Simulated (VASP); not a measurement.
# Ga (Pm-3m) in VASP: further runs

Ga is run at these levels: PBE, r2SCAN; tasks: single point.

All numbers are computed with VASP 6.6.1; they aren't measurements. Logs are shortened: lines on timing, memory, paths and dates and some standing lists are left out, and cuts for length are marked.

## Step 1: The cell of the first run

It takes space group Pm-3m (No. 221, cubic). Conventional cell: a = 2.716 Å, b = 2.716 Å, c = 2.716 Å, α = 90.00°, β = 90.00°, γ = 90.00°. Within 3.6 Å of Ga (site symmetry m-3m) lie 6 Ga at 2.72 Å.

The cell was generated, and may not be a known phase.

## Step 2: Single point, PBE

INCAR

```
PREC = Accurate ; ENCUT = 520
EDIFF = 1E-6 ; ISMEAR = 0
SIGMA = 0.1 ; LREAL = F
LASPH = T ; NELM = 60
ALGO = Normal ; ISIF = 2
LWAVE = F ; LCHARG = F
GGA = PE ; NBANDS = 12
```

KPOINTS

```
regular mesh
0
Gamma
  6 6 6
```

POSCAR

```
Ga
1.0
    2.7164843000      0.0000000000      0.0000000000
    0.0000000000      2.7164843000      0.0000000000
    0.0000000000      0.0000000000      2.7164843000
Ga
1
Direct
    0.0000000000      0.0000000000      0.0000000000
```

Potentials or basis: VASP PAW PBE potentials, release 64 (Ga_d).

Started as:

```bash
cat potpaw_PBE.64/Ga_d/POTCAR > POTCAR
mpirun -np 1 vasp_std > vasp.out
```

OUTCAR:

```text
PREC = Accurate
   ENCUT = 520
   EDIFF = 1E-6
   ISMEAR = 0
   LREAL = F
   LASPH = T
   NELM = 60
   ISIF = 2
   GGA = PE

 ion  position               nearest neighbor table
   1  0.000  0.000  0.000-

  LATTYP: Found a simple cubic cell.
 ALAT       =     2.7164843000

  Lattice vectors:

 A1 = (   2.7164843000,   0.0000000000,   0.0000000000)
 A2 = (   0.0000000000,   2.7164843000,   0.0000000000)
 A3 = (   0.0000000000,   0.0000000000,   2.7164843000)

Analysis of symmetry for initial positions (statically):
=====================================================================
 Subroutine PRICEL returns:
 Original cell was already a primitive cell.

 Routine SETGRP: Setting up the symmetry group for a
 simple cubic supercell.

 Subroutine GETGRP returns: Found 48 space group operations
 (whereof 48 operations were pure point group operations)
 out of a pool of 48 trial point group operations.

The static configuration has the point symmetry O_h .

Analysis of symmetry for dynamics (positions and initial velocities):
=====================================================================
 Subroutine PRICEL returns:
 Original cell was already a primitive cell.

 Routine SETGRP: Setting up the symmetry group for a
 simple cubic supercell.

 Subroutine GETGRP returns: Found 48 space group operations
 (whereof 48 operations were pure point group operations)
 out of a pool of 48 trial point group operations.

The dynamic configuration has the point symmetry O_h .

 Subroutine INISYM returns: Found 48 space group operations
 (whereof 48 operations are pure point group operations),
 and found     1 'primitive' translations

----------------------------------------------------------------------------------------

                                     Primitive cell

  volume of cell :      20.0457

  direct lattice vectors                    reciprocal lattice vectors
     2.716484300  0.000000000  0.000000000     0.368122871  0.000000000  0.000000000
     0.000000000  2.716484300  0.000000000     0.000000000  0.368122871  0.000000000
     0.000000000  0.000000000  2.716484300     0.000000000  0.000000000  0.368122871

  length of vectors
     2.716484300  2.716484300  2.716484300     0.368122871  0.368122871  0.368122871

  position of ions in fractional coordinates (direct lattice)
     0.000000000  0.000000000  0.000000000

  ion indices of the primitive-cell ions
   primitive index   ion index
                 1           1

----------------------------------------------------------------------------------------

 KPOINTS: regular mesh

Automatic generation of k-mesh.
 Grid dimensions read from file:
 generate k-points for:    6    6    6

 Generating k-lattice:

  Cartesian coordinates                     Fractional coordinates (reciprocal lattice)
     0.061353812  0.000000000  0.000000000     0.166666667  0.000000000  0.000000000
     0.000000000  0.061353812  0.000000000     0.000000000  0.166666667  0.000000000
     0.000000000  0.000000000  0.061353812     0.000000000  0.000000000  0.166666667

  Length of vectors
     0.061353812  0.061353812  0.061353812

  Shift w.r.t. Gamma in fractional coordinates (k-lattice)
     0.000000000  0.000000000  0.000000000

 Subroutine IBZKPT returns following result:
 ===========================================

 Found     20 irreducible k-points:

 Following reciprocal coordinates:
            Coordinates               Weight
  0.000000  0.000000  0.000000      1.000000
  0.166667  0.000000  0.000000      6.000000
  0.333333  0.000000  0.000000      6.000000
  0.500000  0.000000  0.000000      3.000000
  0.166667  0.166667  0.000000     12.000000
  0.333333  0.166667  0.000000     24.000000
[... 12 lines left out ...]
  0.500000  0.500000  0.333333      6.000000
  0.500000  0.500000  0.500000      1.000000
   k-points           NKPTS =     20   k-points in BZ     NKDIM =     20   number of bands    NBANDS=     12
   number of dos      NEDOS =    301   number of ions     NIONS =      1
   total plane-waves  NPLWV =   8000
   dimension x,y,z NGX =    20 NGY =   20 NGZ =   20
   dimension x,y,z NGXF=    40 NGYF=   40 NGZF=   40
   ions per type =               1
   NGX,Y,Z   is equivalent  to a cutoff of  12.24, 12.24, 12.24 a.u.
   NGXF,Y,Z  is equivalent  to a cutoff of  24.48, 24.48, 24.48 a.u.
 SYSTEM =  unknown system
   PREC   = accura    normal or accurate (medium, high low for compatibility)
   ISTART =      0    job   : 0-new  1-cont  2-samecut
   ICHARG =      2    charge: 1-file 2-atom 10-const
   ISPIN  =      1    spin polarized calculation?
   LNONCOLLINEAR =      F non collinear calculations
   LSORBIT =      F    spin-orbit coupling
   LASPH  =      T    aspherical Exc in radial PAW
   ENCUT  =  520.0 eV  38.22 Ry    6.18 a.u.   5.05  5.05  5.05*2*pi/ulx,y,z
   NELM   =     60;   NELMIN=  2; NELMDL= -5     # of ELM steps
   EDIFF  = 0.1E-05   stopping-criterion for ELM
   LREAL  =      F    real-space projection
   EDIFFG = 0.1E-04   stopping-criterion for IOM
   NSW    =      0    number of steps for IOM
   IBRION =     -1    ionic relax: 0-MD 1-quasi-New 2-CG
   NFREE  =      0    steps in history (QN), initial steepest desc. (CG)
   ISIF   =      2    stress and relaxation
   ISYM   =      2    0-nonsym 1-usesym 2-fastsym
   POTIM  = 0.5000    time-step for ionic-motion
   TEBEG  =    0.0;   TEEND  =   0.0 temperature during run
   PSTRESS=    0.0 pullay stress
   NELECT =      13.0000    total number of electrons
   NUPDOWN=      -1.0000    fix difference up-down
   EMIN   =  10.00;   EMAX   =-10.00  energy-range for DOS
   EFERMI =   0.00;   METHOD = LEGACY
   ISMEAR =     0;   SIGMA  =   0.10  broadening in eV -4-tet -1-fermi 0-gaus
   EFERMI_NEDOS =   21; number of points for ismear=-14 and -15
   IALGO  =     38    algorithm
   IMIX   =      4    mixing-type and parameters
     AMIX     =   0.40;   BMIX     =  1.00
     AMIX_MAG =   1.60;   BMIX_MAG =  1.00
  volume/ion in A,a.u.               =      20.05       135.28
  Fermi-wavevector in a.u.,A,eV,Ry     =   1.417040  2.677817 27.320527  2.008002
  Thomas-Fermi vector in A             =   2.538312
   LORBIT       =      0    0 simple, 1 ext, 2 COOP (PROOUT), +10 PAW based schemes
   GGA     = PE    functional components
   LHFCALC =     F    Hartree Fock is set to
   AEXX    =    0.0000 exact exchange contribution
   IVDW    =     0    specifies the selected vdW correction
   LEPSILON=     F    determine dielectric tensor
   LRPA    =     F    only Hartree local field effects (RPA)
 non-spin polarized calculation
 Gauss-broadening in eV      SIGMA  =   0.10
  energy-cutoff  :      520.00
  volume of cell :       20.05
 maximum number of plane-waves:       554
   NGX = 11   NGY = 11   NGZ = 11

 number of electron      13.0000027 magnetization

 Free energy of the ion-electron system (eV)
  ---------------------------------------------------
  ext. energy  EPLUGINS =         0.00000000
  ---------------------------------------------------
  free energy    TOTEN  =        -2.75556174 eV

  energy without entropy =       -2.75184507  energy(sigma->0) =       -2.75370341

 E-fermi :   4.8323     XC(G=0): -10.6359

 val. band max:        4.6658165661   @ k =   0.5000   0.5000   0.1667
 cond. band min:       4.8691880124   @ k =   0.5000   0.3333   0.3333
 fundamental gap:      0.2033714463
 Fermi energy:         4.8323365880

 k-point     1 :       0.0000    0.0000    0.0000
  band No.  band energies     occupation
      1     -10.3516      2.00000
      2     -10.3516      2.00000
      3      -9.8382      2.00000
      4      -9.8382      2.00000
      5      -9.8382      2.00000
      6      -5.8008      2.00000
      7      13.7135      0.00000
      8      13.7135      0.00000
      9      13.7135      0.00000
     10      16.6436      0.00000
     11      16.6436      0.00000
     12      19.1061      0.00000

 k-point     2 :       0.1667    0.0000    0.0000
  band No.  band energies     occupation
      1     -10.3417      2.00000
      2     -10.2658      2.00000
      3      -9.8738      2.00000
      4      -9.8738      2.00000
      5      -9.8352      2.00000
      6      -5.2351      2.00000
      7       8.9741      0.00000
      8      14.2904      0.00000
      9      14.2904      0.00000
     10      17.1234      0.00000
     11      18.6265      0.00000
     12      23.1996      0.00000

 k-point     3 :       0.3333    0.0000    0.0000
  band No.  band energies     occupation
      1     -10.3220      2.00000
      2     -10.1052      2.00000
      3      -9.9441      2.00000
      4      -9.9441      2.00000
      5      -9.8292      2.00000
      6      -3.5303      2.00000
      7       3.8996      2.00000
      8      15.8437      0.00000
      9      15.8437      0.00000
     10      18.5579      0.00000
     11      19.9534      0.00000
     12      24.9438      0.00000
[... 226 lines left out ...]
 k-point    19 :       0.5000    0.5000    0.3333
  band No.  band energies     occupation
      1     -10.1879      2.00000
      2     -10.1228      2.00000
      3     -10.1228      2.00000
      4      -9.8124      2.00000
      5      -9.6964      2.00000
      6       5.1443      0.00001
      7       6.1685      0.00000
      8       6.1685      0.00000
      9      11.0167      0.00000
     10      11.9852      0.00000
     11      15.2121      0.00000
     12      15.2121      0.00000

 k-point    20 :       0.5000    0.5000    0.5000
  band No.  band energies     occupation
      1     -10.1754      2.00000
      2     -10.1754      2.00000
      3     -10.1754      2.00000
      4      -9.6943      2.00000
      5      -9.6943      2.00000
      6       7.3868      0.00000
      7       7.3868      0.00000
      8       7.3868      0.00000
      9       8.5228      0.00000
     10      12.9555      0.00000
     11      12.9555      0.00000
     12      12.9555      0.00000

------------------------ aborting loop because EDIFF is reached ----------------------------------------

  FORCE on cell =-STRESS in cart. coord.  units (eV):
  Direction    XX          YY          ZZ          XY          YZ          ZX
  --------------------------------------------------------------------------------------
  -------------------------------------------------------------------------------------
  Total        0.0701176      0.0701176      0.0701176     -0.0000000      0.0000000     -0.0000000
  in kB        5.6042289      5.6042289      5.6042289     -0.0000000      0.0000000     -0.0000000
  external PRESSURE =       5.6042289 kB  Pullay stress =       0.0000000 kB

 VOLUME and BASIS-vectors are now :
 -----------------------------------------------------------------------------
  energy-cutoff  :      520.00
  volume of cell :       20.05
      direct lattice vectors                 reciprocal lattice vectors
     2.716484300  0.000000000  0.000000000     0.368122871  0.000000000  0.000000000
     0.000000000  2.716484300  0.000000000     0.000000000  0.368122871  0.000000000
     0.000000000  0.000000000  2.716484300     0.000000000  0.000000000  0.368122871

 POSITION                                       TOTAL-FORCE (eV/Angst)
 -----------------------------------------------------------------------------------
      0.00000      0.00000      0.00000         0.000000      0.000000      0.000000
 -----------------------------------------------------------------------------------
    total drift:                               -0.000000     -0.000000     -0.000000

  FREE ENERGIE OF THE ION-ELECTRON SYSTEM (eV)
  ---------------------------------------------------
  free  energy   TOTEN  =        -2.7555617418 eV

  energy  without entropy=       -2.7518450713  energy(sigma->0) =       -2.75370341
```

Wall time 3 s (1 thread of AMD EPYC 7R13 (Zen 3), shared host); peak memory 0.09 GiB.

What came out:

```
Free energy            : -2.7556 eV
Pressure               : 0.6 GPa
Band gap on the k mesh : zero (an odd number of electrons rules out a gap without spin polarisation)
```

Caveat: the k points lie up to 0.39 Å⁻¹ apart, too coarse for converged energies and pressures of a metal.

[end of part 1 of 2]

The gap in the log of VASP goes by the Fermi energy; the results here count the filled bands.